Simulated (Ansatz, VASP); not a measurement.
**One calculation of TiAl, two programs**

Contents of INCAR:

```
SYSTEM = TiAl
PREC     = Accurate       ! precision mode
ENCUT    = 520            ! plane-wave cutoff, eV
EDIFF    = 1E-7           ! SCF threshold, eV
ISMEAR   = 0              ! smearing method
SIGMA    = 0.15           ! smearing width, eV
LREAL    = .False.        ! projectors in reciprocal space
LASPH    = .True.         ! aspherical terms in the spheres
NELM     = 100            ! most SCF steps
ALGO     = Fast           ! electronic algorithm
ISIF     = 2              ! what is computed and relaxed
LWAVE    = .False.        ! write WAVECAR
LCHARG   = .False.        ! write CHGCAR
GGA      = PS             ! functional
NBANDS   = 14             ! bands
```

KPOINTS

```
Automatic mesh
0
Gamma
  14 14 14
  0 0 0
```

POSCAR

```
TiAl
1.0
    2.9247348007      0.0000000000      0.0000000000
    0.0000000000      3.1560751060      0.0000000000
    0.0000000000      0.0000000000      3.1560751060
Ti Al
1 1
Direct
    0.0000000000      0.0000000000      0.0000000000
    0.5000000000      0.5000000000      0.5000000000
```

Input for Ansatz:

```yaml
crystal:
  lattice:
    - [2.9247348007, 0.0, 0.0]
    - [0.0, 3.156075106, 0.0]
    - [0.0, 0.0, 3.156075106]
  atoms:
    - { symbol: Ti, position: [0.0, 0.0, 0.0] }
    - { symbol: Al, position: [0.5, 0.5, 0.5] }
basis:
  ecutwfc: 520.0
kpoints:
  mp_grid: { grid: [14, 14, 14] }
hamiltonian:
  xc: pbesol
  pseudopotentials: { kind: paw, azcp: { folder: soft_1 } }
scf:
  occupations: { method: gaussian, width: 0.15 }
output:
  forces: true
  stress: true
  eigenvalues: true
```

Change from the starting cell: normal strain along x -0.0733, normal strain along y +0.0000.

Alike in both runs: task single point; functional PBEsol; k mesh 14 × 14 × 14; occupations gaussian, width 0.15 eV; no spin polarisation.

```csv
,VASP,Ansatz
version,VASP 6.6.1,Ansatz 0.2.0
potentials or method,"VASP PAW PBE potentials, release 64 (Ti_sv, Al), cutoff 520 eV","scalar-relativistic, plane waves, PAW"
valence electrons in the cell,15,15
```

|  | VASP | Ansatz | Ansatz less VASP |
| --- | --- | --- | --- |
| gap on the k mesh at the Fermi level (eV) | none | none | - |
| pressure (GPa) | 10.8 | 10.7 | -0.08 |
| traceless stress, the component that is largest in VASP (GPa) | -0.58 | -0.58 | +0.005 |

VASP's potentials were made for PBE, not for PBEsol, and Ansatz warns of the same on its side. A gap of «none» marks a metal or a gap that the smearing closes. The functional is the same, so the differences come from potentials, cutoffs and numerics.
